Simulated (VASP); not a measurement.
Set up this calculation in VASP 6.6.1, as the native input.

```yaml
Task: single point
Functional: PBE
Potentials_or_basis: VASP PAW PBE potentials, release 64 (V_sv)
Cutoff: 520 eV
k_mesh: 17 × 17 × 15
Occupations: fermi-dirac, width 0.05 eV
Spin: no spin polarisation
Dipole_correction: no
Further_INCAR_settings: ALGO = Normal; EDIFF = 1e-06; NBANDS = 12
```

The structure of V lies in POSCAR:

```
V
1.0
    2.5997421748      0.0000000000      0.0000000000
   -1.2998710874      2.2514427666      0.0000000000
    0.0000000000      0.0000000000      2.4259631408
V
1
Direct
    0.0000000000      0.0000000000      0.0000000000
```

This isn't the form of V at room conditions, which is bcc.

These files were run (other wordings do the same):

INCAR

```
SYSTEM = V
  PREC = Accurate
  ENCUT = 520
  EDIFF = 1E-6
  ISMEAR = -1
  SIGMA = 0.05
  LREAL = .FALSE.
  LASPH = .TRUE.
  NELM = 100
  ALGO = Normal
  ISIF = 2
  LWAVE = .FALSE.
  LCHARG = .FALSE.
  GGA = PE
  NBANDS = 12
```

KPOINTS

```
regular mesh
0
G
  17 17 15
  0 0 0
```

Potentials or basis: VASP PAW PBE potentials, release 64 (V_sv).

Run with:

```bash
$ cat potpaw_PBE.64/V_sv/POTCAR > POTCAR
$ mpirun -np 1 vasp_std > vasp.out
```

It gave:

```yaml
Pressure: 0.2 GPa
Band_gap_on_the_k_mesh: zero (an odd number of electrons rules out a gap without spin polarisation)
```

It took 29 s on 1 thread of AMD EPYC 7R13 Processor (Zen 3) (shared host), peak memory 0.12 GiB.
